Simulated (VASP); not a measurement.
# H (P1) in VASP: further runs

Runs on H. Level: PBE. Tasks: single point.

Program: VASP 6.6.1. These are calculated values, not measurements. Logs are shortened: lines on timing, memory, paths and dates and some standing lists are left out, and cuts for length are marked.

## Step 1: The cell of the first run

The typed cell holds 16 atoms: a = 6.312 Å, b = 6.312 Å, c = 6.312 Å, α = 98.58°, β = 115.18°, γ = 115.18°.

## Step 2: Single point, PBE

Contents of INCAR:

```
SYSTEM = H
PREC = Accurate
ENCUT = 520
EDIFF = 1E-6
ISMEAR = -1
SIGMA = 0.02
LREAL = Auto
LASPH = .True.
NELM = 80
ALGO = Normal
ISIF = 2
LWAVE = .False.
LCHARG = .False.
GGA = PE
NBANDS = 22
```

Contents of KPOINTS:

```
Automatic mesh
0
Gamma
  2 2 2
  0.5 0.5 0.5
```

Contents of POSCAR:

```
H
1.0
   -3.3830689400      3.3830689400     -4.1169479800
   -3.3830689400     -3.3830689400      4.1169479800
    3.3830689400      3.3830689400      4.1169479800
H
16
Direct
    0.4993415830      1.0443054933      0.4955877364
    0.5557573710      0.4122480600      0.5216503532
    0.1133521092      0.9594223477      0.5414296833
   -0.0433983175      0.4930915811      0.4805814902
    0.5629903008      1.0354680772      1.0314720014
    0.3866458305      0.4332331211      0.8738899704
   -0.0525083890      0.9888460845      0.8632046898
   -0.0578383129      0.5166054269      0.9244537517
    0.3843495427      0.4336521063     -0.0095425275
    0.4153412257     -0.0217369509     -0.0237100115
    0.0550686384      0.6249764618      0.0531908925
   -0.0337548545      0.0332789550     -0.0110382028
    0.5440824685      0.4700181184      0.6291116839
    0.6311715894      0.0473899101      0.5399261337
    0.0639021858      0.5884826990      0.6155786588
   -0.0245030478     -0.0592818439      0.4742137874
```

Potentials or basis: VASP PAW PBE potentials, release 64 (H).

On the command line:

```console
$ cat potpaw_PBE.64/H/POTCAR > POTCAR
$ mpirun -np 1 vasp_std > vasp.out
```

OUTCAR:

```text
SYSTEM = H
   PREC = Accurate
   ENCUT = 520
   EDIFF = 1E-6
   ISMEAR = -1
   LREAL = Auto
   LASPH = .True.
   NELM = 80
   ISIF = 2
   GGA = PE

 ion  position               nearest neighbor table
   1  0.499  0.044  0.496-  14 0.75
   2  0.556  0.412  0.522-  13 0.77
   3  0.113  0.959  0.541-  16 0.73
   4  0.957  0.493  0.481-  15 0.75
   5  0.563  0.035  0.031-  10 0.72
   6  0.387  0.433  0.874-   9 0.74
[... 8 lines left out ...]
  15  0.064  0.588  0.616-   4 0.75
  16  0.975  0.941  0.474-   3 0.73

  LATTYP: Found a body centered tetragonal cell.
 ALAT       =     6.7661378800
 C/A-ratio  =     1.2169270130

  Lattice vectors:

 A1 = (   3.3830689400,   3.3830689400,  -4.1169479800)
 A2 = (  -3.3830689400,  -3.3830689400,  -4.1169479800)
 A3 = (  -3.3830689400,   3.3830689400,   4.1169479800)

Analysis of symmetry for initial positions (statically):
=====================================================================
 Subroutine PRICEL returns:
 Original cell was already a primitive cell.

 Routine SETGRP: Setting up the symmetry group for a
 body centered tetragonal supercell.

 Subroutine GETGRP returns: Found  1 space group operations
 (whereof  1 operations were pure point group operations)
 out of a pool of 16 trial point group operations.

The static configuration has the point symmetry C_1 .

Analysis of symmetry for dynamics (positions and initial velocities):
=====================================================================
 Subroutine PRICEL returns:
 Original cell was already a primitive cell.

 Routine SETGRP: Setting up the symmetry group for a
 body centered tetragonal supercell.

 Subroutine GETGRP returns: Found  1 space group operations
 (whereof  1 operations were pure point group operations)
 out of a pool of 16 trial point group operations.

The dynamic configuration has the point symmetry C_1 .

 Subroutine INISYM returns: Found  1 space group operations
 (whereof  1 operations are pure point group operations),
 and found     1 'primitive' translations

----------------------------------------------------------------------------------------

                                     Primitive cell

  volume of cell :     188.4764

  direct lattice vectors                    reciprocal lattice vectors
    -3.383068940  3.383068940 -4.116947980    -0.147794801  0.147794801  0.000000000
    -3.383068940 -3.383068940  4.116947980    -0.147794801  0.000000000  0.121449191
     3.383068940  3.383068940  4.116947980     0.000000000  0.147794801  0.121449191

  length of vectors
     6.311859597  6.311859597  6.311859597     0.209013412  0.191293515  0.191293515

  position of ions in fractional coordinates (direct lattice)
     0.499341583  0.044305493  0.495587736
     0.555757371  0.412248060  0.521650353
     0.113352109  0.959422348  0.541429683
     0.956601683  0.493091581  0.480581490
     0.562990301  0.035468077  0.031472001
     0.386645831  0.433233121  0.873889970
[... 8 lines left out ...]
     0.063902186  0.588482699  0.615578659
     0.975496952  0.940718156  0.474213787

  ion indices of the primitive-cell ions
   primitive index   ion index
                 1           1
                 2           2
                 3           3
                 4           4
                 5           5
                 6           6
[... 8 lines left out ...]
                15          15
                16          16

----------------------------------------------------------------------------------------

 KPOINTS: Automatic mesh

Automatic generation of k-mesh.
 Grid dimensions read from file:
 generate k-points for:    2    2    2

 Generating k-lattice:

  Cartesian coordinates                     Fractional coordinates (reciprocal lattice)
    -0.073897400  0.073897400  0.000000000     0.500000000  0.000000000  0.000000000
    -0.073897400  0.000000000  0.060724595     0.000000000  0.500000000  0.000000000
     0.000000000  0.073897400  0.060724595     0.000000000  0.000000000  0.500000000

  Length of vectors
     0.104506706  0.095646758  0.095646758

  Shift w.r.t. Gamma in fractional coordinates (k-lattice)
     0.500000000  0.500000000  0.500000000

 Subroutine IBZKPT returns following result:
 ===========================================

 Found      4 irreducible k-points:

 Following reciprocal coordinates:
            Coordinates               Weight
  0.250000  0.250000  0.250000      2.000000
 -0.250000  0.250000  0.250000      2.000000
  0.250000 -0.250000  0.250000      2.000000
 -0.250000 -0.250000  0.250000      2.000000
   k-points           NKPTS =      4   k-points in BZ     NKDIM =      4   number of bands    NBANDS=     22
   number of dos      NEDOS =    301   number of ions     NIONS =     16
   total plane-waves  NPLWV = 110592
   dimension x,y,z NGX =    48 NGY =   48 NGZ =   48
   dimension x,y,z NGXF=    96 NGYF=   96 NGZF=   96
   ions per type =              16
   NGX,Y,Z   is equivalent  to a cutoff of  12.64, 12.64, 12.64 a.u.
   NGXF,Y,Z  is equivalent  to a cutoff of  25.29, 25.29, 25.29 a.u.
 SYSTEM =  H
   PREC   = accura    normal or accurate (medium, high low for compatibility)
   ISTART =      0    job   : 0-new  1-cont  2-samecut
   ICHARG =      2    charge: 1-file 2-atom 10-const
   ISPIN  =      1    spin polarized calculation?
   LNONCOLLINEAR =      F non collinear calculations
   LSORBIT =      F    spin-orbit coupling
   LASPH  =      T    aspherical Exc in radial PAW
   ENCUT  =  520.0 eV  38.22 Ry    6.18 a.u.  11.74 11.74 11.74*2*pi/ulx,y,z
   NELM   =     80;   NELMIN=  2; NELMDL= -5     # of ELM steps
   EDIFF  = 0.1E-05   stopping-criterion for ELM
   LREAL  =      T    real-space projection
   EDIFFG = 0.1E-04   stopping-criterion for IOM
   NSW    =      0    number of steps for IOM
   IBRION =     -1    ionic relax: 0-MD 1-quasi-New 2-CG
   NFREE  =      0    steps in history (QN), initial steepest desc. (CG)
   ISIF   =      2    stress and relaxation
   ISYM   =      2    0-nonsym 1-usesym 2-fastsym
   POTIM  = 0.5000    time-step for ionic-motion
   TEBEG  =    0.0;   TEEND  =   0.0 temperature during run
   PSTRESS=    0.0 pullay stress
   NELECT =      16.0000    total number of electrons
   NUPDOWN=      -1.0000    fix difference up-down
   EMIN   =  10.00;   EMAX   =-10.00  energy-range for DOS
   EFERMI =   0.00;   METHOD = LEGACY
   ISMEAR =    -1;   SIGMA  =   0.02  broadening in eV -4-tet -1-fermi 0-gaus
   EFERMI_NEDOS =   21; number of points for ismear=-14 and -15
   IALGO  =     38    algorithm
   IMIX   =      4    mixing-type and parameters
     AMIX     =   0.40;   BMIX     =  1.00
     AMIX_MAG =   1.60;   BMIX_MAG =  1.00
  volume/ion in A,a.u.               =      11.78        79.49
  Fermi-wavevector in a.u.,A,eV,Ry     =   0.719497  1.359653  7.043413  0.517676
  Thomas-Fermi vector in A             =   1.808708
   LORBIT       =      0    0 simple, 1 ext, 2 COOP (PROOUT), +10 PAW based schemes
   GGA     = PE    functional components
   LHFCALC =     F    Hartree Fock is set to
   AEXX    =    0.0000 exact exchange contribution
   IVDW    =     0    specifies the selected vdW correction
   LEPSILON=     F    determine dielectric tensor
   LRPA    =     F    only Hartree local field effects (RPA)
 non-spin polarized calculation
  energy-cutoff  :      520.00
  volume of cell :      188.48
 maximum number of plane-waves:      5081
 NGX is ok and might be reduce to    48
   NGX = 23   NGY = 23   NGZ = 23

 number of electron      16.0000000 magnetization

 Free energy of the ion-electron system (eV)
  ---------------------------------------------------
  ext. energy  EPLUGINS =         0.00000000
  ---------------------------------------------------
  free energy    TOTEN  =       -54.05106657 eV

  energy without entropy =      -54.05106657  energy(sigma->0) =      -54.05106657

 E-fermi :  -7.6532     XC(G=0):  -5.2895

 val. band max:       -8.1664233137   @ k =   0.2500  -0.2500   0.2500
 cond. band min:       0.7458206920   @ k =  -0.2500   0.2500   0.2500
 fundamental gap:      8.9122440057
 Fermi energy:        -7.6531618355

 k-point     1 :       0.2500    0.2500    0.2500
  band No.  band energies     occupation
      1     -10.0103      2.00000
      2      -9.8846      2.00000
      3      -9.4070      2.00000
      4      -9.2258      2.00000
      5      -8.6979      2.00000
      6      -8.5530      2.00000
[... 12 lines left out ...]
     19       4.7770      0.00000
     20       5.2362      0.00000

 k-point     2 :      -0.2500    0.2500    0.2500
  band No.  band energies     occupation
      1     -10.4705      2.00000
      2      -9.3408      2.00000
      3      -9.2231      2.00000
      4      -9.0836      2.00000
      5      -8.9336      2.00000
      6      -8.5586      2.00000
[... 12 lines left out ...]
     19       5.7792      0.00000
     20       6.1890      0.00000

 k-point     3 :       0.2500   -0.2500    0.2500
  band No.  band energies     occupation
      1     -10.3857      2.00000
      2      -9.3544      2.00000
      3      -9.2723      2.00000
      4      -9.1160      2.00000
      5      -8.9927      2.00000
      6      -8.6113      2.00000
[... 12 lines left out ...]
     19       5.4854      0.00000
     20       6.2868      0.00000

 k-point     4 :      -0.2500   -0.2500    0.2500
  band No.  band energies     occupation
      1     -10.3131      2.00000
      2      -9.6568      2.00000
      3      -9.2827      2.00000
      4      -9.0231      2.00000
      5      -8.8127      2.00000
      6      -8.5793      2.00000
[... 12 lines left out ...]
     19       5.7024      0.00000
     20       5.8606      0.00000
 [bands above 20 left out]

------------------------ aborting loop because EDIFF is reached ----------------------------------------

  FORCE on cell =-STRESS in cart. coord.  units (eV):
  Direction    XX          YY          ZZ          XY          YZ          ZX
  --------------------------------------------------------------------------------------
  -------------------------------------------------------------------------------------
  Total        1.0971001      1.5593351      0.5647262     -0.3398174     -0.3210247      0.0368173
  in kB        9.3260937     13.2554040      4.8005547     -2.8886776     -2.7289275      0.3129722
  external PRESSURE =       9.1273508 kB  Pullay stress =       0.0000000 kB

 VOLUME and BASIS-vectors are now :
 -----------------------------------------------------------------------------
  energy-cutoff  :      520.00
  volume of cell :      188.48
      direct lattice vectors                 reciprocal lattice vectors
    -3.383068940  3.383068940 -4.116947980    -0.147794801  0.147794801  0.000000000
    -3.383068940 -3.383068940  4.116947980    -0.147794801  0.000000000  0.121449191
     3.383068940  3.383068940  4.116947980     0.000000000  0.147794801  0.121449191

 POSITION                                       TOTAL-FORCE (eV/Angst)
 -----------------------------------------------------------------------------------
     -0.16259      3.21603      0.16695         0.058457     -0.028913     -0.030250
     -1.51005      2.25028      1.55679         0.155357      0.007759      0.657573
     -1.79758     -1.03062      5.71227        -0.289573      0.496717     -0.166236
     -3.27857      3.19393      0.07028         0.027996     -0.051320     -0.129154
     -1.91815      1.89112     -2.04221        -0.766219      0.729895     -0.229248
      0.18272      2.79882      3.78956        -0.145388     -0.107342     -0.136170
[... 8 lines left out ...]
     -0.12452      0.30785      4.69398         0.004884      0.085304     -0.016684
     -4.87839      1.72196      1.80913         0.232820     -0.615998      0.187498
 -----------------------------------------------------------------------------------
    total drift:                                0.000029     -0.000313     -0.000115

  FREE ENERGIE OF THE ION-ELECTRON SYSTEM (eV)
  ---------------------------------------------------
  free  energy   TOTEN  =       -54.0510665724 eV

  energy  without entropy=      -54.0510665724  energy(sigma->0) =      -54.05106657
```

It took 51 s on 1 thread of Intel Xeon 8259CL, shared host; peak memory 0.28 GiB.

What came out:

| Item | Value |
| --- | --- |
| Free energy | -54.0511 eV |
| Pressure | 0.9 GPa |
| Largest force | 1.083 eV/Å |
| Band gap on the k mesh | 8.91 eV (least direct gap 9.00 eV) |

Forces on the atoms (eV/Å):
```
H    0.058 -0.029 -0.030
H    0.155  0.008  0.658
H   -0.290  0.497 -0.166
H    0.028 -0.051 -0.129
H   -0.766  0.730 -0.229
H   -0.145 -0.107 -0.136
H   -0.070 -0.108 -0.239
H   -0.008  0.094  0.058
H    0.119  0.151  0.196
H    0.737 -0.703  0.237
H    0.035  0.041 -0.010
H    0.101  0.161  0.279
H   -0.204 -0.220 -0.582
H    0.011  0.068 -0.076
H    0.005  0.085 -0.017
H    0.233 -0.616  0.187
```

Levels at points of the mesh, in eV from the valence-band top:
```
           k point  band 4  band 5  band 6  band 7  band 8  band 9  band 10  band 11  band 12  band 13
(0.25, 0.25, 0.25)   -1.06   -0.53   -0.39   -0.20   -0.05    9.62     9.94    10.23    10.36    10.85
```

Caveat: the k points lie up to 0.60 Å⁻¹ apart; the atoms stand as in a frame of molecular dynamics; this functional lacks dispersion, which holds the molecules together, so the pressure and a relaxed volume are unreliable; a shifted mesh leaves out Γ, where band edges can lie; forces of over 1 eV/Å act on the atoms, so gaps and moduli don't describe the material at rest. A k mesh can miss the band edges.

## Step 3: Single point, PBE

Contents of INCAR:

```
PREC = Accurate ; ENCUT = 520
EDIFF = 1E-6 ; ISMEAR = -1
SIGMA = 0.02 ; LREAL = Auto
LASPH = T ; NELM = 80
ALGO = Normal ; ISIF = 2
LWAVE = F ; LCHARG = F
GGA = PE ; NBANDS = 22
```

Contents of KPOINTS:

```
regular mesh
0
Gamma
  6 6 6
```

Contents of POSCAR:

```
H
1.0
   -3.3830689400      3.3830689400     -4.1169479800
   -3.3830689400     -3.3830689400      4.1169479800
    3.3830689400      3.3830689400      4.1169479800
H
16
Direct
    0.4993416452      0.0443055088      0.4955876927
    0.5557574301      0.4122481243      0.5216504016
    0.1133520724      0.9594223774      0.5414296604
    0.9566016157      0.4930915466      0.4805815047
    0.5629902865      0.0354680661      0.0314721032
    0.3866458793      0.4332332058      0.8738899580
    0.9474916299      0.9888460979      0.8632047934
    0.9421616676      0.5166054244      0.9244536391
    0.3843494723      0.4336520601      0.9904573854
    0.4153412523      0.9782630988      0.9762899816
    0.0550686127      0.6249765049      0.0531908161
    0.9662452448      0.0332789658      0.9889618182
    0.5440824788      0.4700181896      0.6291116860
    0.6311716082      0.0473899811      0.5399261227
    0.0639022713      0.5884827383      0.6155787071
    0.9754968329      0.9407181100      0.4742137297
```

Potentials or basis: VASP PAW PBE potentials, release 64 (H).

On the command line:

```console
$ cat potpaw_PBE.64/H/POTCAR > POTCAR
$ mpirun -np 1 vasp_std > vasp.out
```

It took 20 min on 1 thread of Intel Xeon 8259CL, shared host; peak memory 0.46 GiB.

Results (log left out):

```
Free energy            : -54.0509 eV
Pressure               : 0.9 GPa
Largest force          : 1.082 eV/Å
Band gap on the k mesh : 8.60 eV (least direct gap 8.71 eV)
```

Forces on the atoms (eV/Å):
```
H    0.058 -0.029 -0.031
H    0.155  0.008  0.658
H   -0.289  0.497 -0.166
H    0.028 -0.051 -0.129
H   -0.766  0.730 -0.229
H   -0.145 -0.107 -0.136
H   -0.070 -0.108 -0.239
H   -0.009  0.094  0.058
H    0.119  0.150  0.196
H    0.737 -0.702  0.237
H    0.036  0.041 -0.010
H    0.101  0.161  0.278
H   -0.204 -0.220 -0.582
H    0.011  0.068 -0.076
H    0.006  0.085 -0.017
H    0.233 -0.615  0.187
```

Stress tensor (GPa, compression positive):
```
 0.93 -0.29  0.03
-0.29  1.33 -0.27
 0.03 -0.27  0.48
```

Levels at points of the mesh, in eV from the valence-band top:
```tsv
k point	band 4	band 5	band 6	band 7	band 8	band 9	band 10	band 11	band 12	band 13
(0.00, 0.00, 0.00)	-0.85	-0.81	-0.50	-0.24	-0.11	8.60	8.86	8.92	9.53	10.48
(0.50, 0.00, 0.00)	-0.93	-0.75	-0.66	-0.19	0.00	9.48	9.79	10.17	10.65	10.94
(0.00, 0.50, 0.50)	-0.92	-0.85	-0.48	-0.23	-0.08	9.27	9.56	10.11	10.19	10.81
(0.00, 0.50, 0.00)	-0.88	-0.76	-0.45	-0.31	-0.08	9.00	9.53	9.76	10.17	10.73
(0.00, 0.00, 0.50)	-0.89	-0.67	-0.55	-0.34	-0.12	9.04	9.66	10.16	10.45	10.85
(0.50, 0.00, 0.50)	-0.83	-0.58	-0.56	-0.31	-0.14	9.17	9.46	10.02	10.53	10.67
(0.50, 0.50, 0.00)	-0.87	-0.75	-0.42	-0.30	-0.06	9.29	9.50	9.76	10.21	10.71
(0.50, 0.50, 0.50)	-1.07	-0.96	-0.44	-0.30	-0.10	9.32	10.16	10.30	10.80	10.98
```

Caveat: the atoms stand as in a frame of molecular dynamics; this functional lacks dispersion, which holds the molecules together, so the pressure and a relaxed volume are unreliable; forces of over 1 eV/Å act on the atoms, so gaps and moduli don't describe the material at rest. A k mesh can miss the band edges.
